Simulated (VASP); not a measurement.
Ag (a cell with a defect), 26 atoms in the cell. The cell holds a defect, 26 atoms: a = 8.601 Å, b = 8.601 Å, c = 8.601 Å, α = 60.00°, β = 60.00°, γ = 60.00°.  This cell differs from its parent crystal: atoms taken out, then relaxed in part.

| Item | Value |
| --- | --- |
| Program | VASP 6.6.1 |
| Task | single point |
| Functional | PBEsol |
| Potentials or basis | VASP PAW PBE potentials, release 64 (Ag) |
| Cutoff | 520 eV |
| k mesh | 4 × 4 × 4 |
| Occupations | gaussian, width 0.1 eV |
| Spin | no spin polarisation |
| Dipole correction | no |
| Further INCAR settings | LREAL = Auto; ALGO = Normal; EDIFF = 1e-07; NBANDS = 162 |

Potentials or basis: VASP PAW PBE potentials, release 64 (Ag).

Run with:

```sh
$ cat potpaw_PBE.64/Ag/POTCAR > POTCAR
$ mpirun -np 1 vasp_std > vasp.out
```

Hardware: 1 thread of Intel(R) Xeon(R) Platinum 8259CL CPU @ 2.50GHz (Skylake/Cascade Lake) (shared host).

**Question.** Estimate the wall time of this run.

**Answer.** It took 22 min on 1 thread of Intel(R) Xeon(R) Platinum 8259CL CPU @ 2.50GHz (Skylake/Cascade Lake), with other jobs on the host, peak memory 0.76 GiB. Counts: scf iterations 14, k points 8.
